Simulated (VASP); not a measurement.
NbRh, 2 atoms in the cell. Symmetry: P4/mmm, No. 123, tetragonal system. The conventional cell has a = 2.842 Å, b = 2.842 Å, c = 3.809 Å, α = 90.00°, β = 90.00°, γ = 90.00°. Within 3.6 Å of Nb (site symmetry 4/mmm) lie 8 Rh at 2.77 Å and 4 Nb at 2.84 Å. Within 3.6 Å of Rh (site symmetry 4/mmm) lie 8 Nb at 2.77 Å and 4 Rh at 2.84 Å. 

```yaml
Program: VASP 6.6.1
Task: single point
Functional: PBEsol
Potentials_or_basis: VASP PAW PBE potentials, release 64 (Nb_sv, Rh_pv)
Cutoff: 520 eV
k_mesh: 6 × 6 × 6
Occupations: gaussian, width 0.1 eV
Spin: no spin polarisation
Dipole_correction: no
Further_INCAR_settings: ALGO = Normal; EDIFF = 1e-07; NBANDS = 21
```

Potentials or basis: VASP PAW PBE potentials, release 64 (Nb_sv, Rh_pv).

The run is started by

```console
$ cat potpaw_PBE.64/Nb_sv/POTCAR potpaw_PBE.64/Rh_pv/POTCAR > POTCAR
$ mpirun -np 1 vasp_std > vasp.out
```

Hardware: 1 thread of Intel(R) Xeon(R) Platinum 8259CL CPU @ 2.50GHz (Skylake/Cascade Lake), with other jobs on the host.

**Question.** How long does it take, and how much memory?

**Answer.** Wall time 17 s on 1 thread of Intel(R) Xeon(R) Platinum 8259CL CPU @ 2.50GHz (Skylake/Cascade Lake), with other jobs on the host, peak memory 0.16 GiB. Counts: scf iterations 14, k points 40.
